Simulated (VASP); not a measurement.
**Bi: single point with PBE**

The system is Bi.

```
Bi
1.0
     2.26750    1.30914    3.93800
    -2.26750    1.30914    3.93800
     0.00000   -2.61828    3.93800
Bi
2
Direct
  0.13572 0.13572 0.34572
  0.86428 0.86428 0.65428
```

This cell differs from its parent crystal: shortest bond scaled by 0.58.

| Quantity | Value |
| --- | --- |
| Program | VASP 6.6.1 |
| Task | single point |
| Functional | PBE |
| Potentials or basis | VASP PAW PBE potentials, release 64 (Bi_d) |
| Cutoff | 520 eV |
| k mesh | 8 × 8 × 8 |
| Occupations | fermi-dirac, width 0.05 eV |
| Spin | no spin polarisation |
| Dipole correction | no |
| Further INCAR settings | ALGO = Normal; EDIFF = 1e-06; NBANDS = 22 |

```json
{
  "Pressure": "103.6 GPa",
  "Largest force": "74.302 eV/Å",
  "Band gap on the k mesh": "zero (bands 15 and 16 overlap by 1.09 eV)"
}
```

Forces on the atoms (eV/Å):
```
Bi    0.000  63.365  38.803
Bi    0.000 -63.365 -38.803
```

Stress tensor (GPa, compression positive):
```
  2.47   0.00   0.00
  0.00 225.88 134.30
  0.00 134.30  82.60
```

Levels at points of the mesh, in eV from the Fermi level:
| k point | band 13 | band 14 | band 15 | band 16 | band 17 | band 18 |
| --- | --- | --- | --- | --- | --- | --- |
| (0.00, 0.00, 0.00) | -1.87 | -1.33 | -1.14 | 0.80 | 1.08 | 5.33 |
| (0.50, 0.00, 0.00) | -3.09 | -2.47 | -1.43 | 2.01 | 2.31 | 5.07 |
| (0.00, 0.00, 0.50) | -2.78 | -2.74 | -1.20 | 1.99 | 2.88 | 4.88 |
| (0.50, 0.50, 0.00) | -3.86 | -3.68 | -1.28 | 2.77 | 5.90 | 6.02 |
| (0.50, 0.00, 0.50) | -5.17 | -1.85 | -1.65 | -0.81 | 6.36 | 7.10 |
| (0.50, 0.50, 0.50) | -2.92 | -2.04 | -1.60 | 1.87 | 2.79 | 5.16 |

It took 3 min on 1 thread of Intel(R) Xeon(R) Platinum 8488C (Sapphire Rapids), with other jobs on the host, peak memory 0.32 GiB.

Caveat: the cell differs from its parent crystal (shortest bond scaled by 0.58); atoms lie so close that the PAW spheres overlap strongly, which falsifies energies and pressures; the cell stands under pressure; spin-orbit coupling is left out, which moves the levels of the heavy elements; forces of over 1 eV/Å act on the atoms, so gaps and moduli don't describe the material at rest.
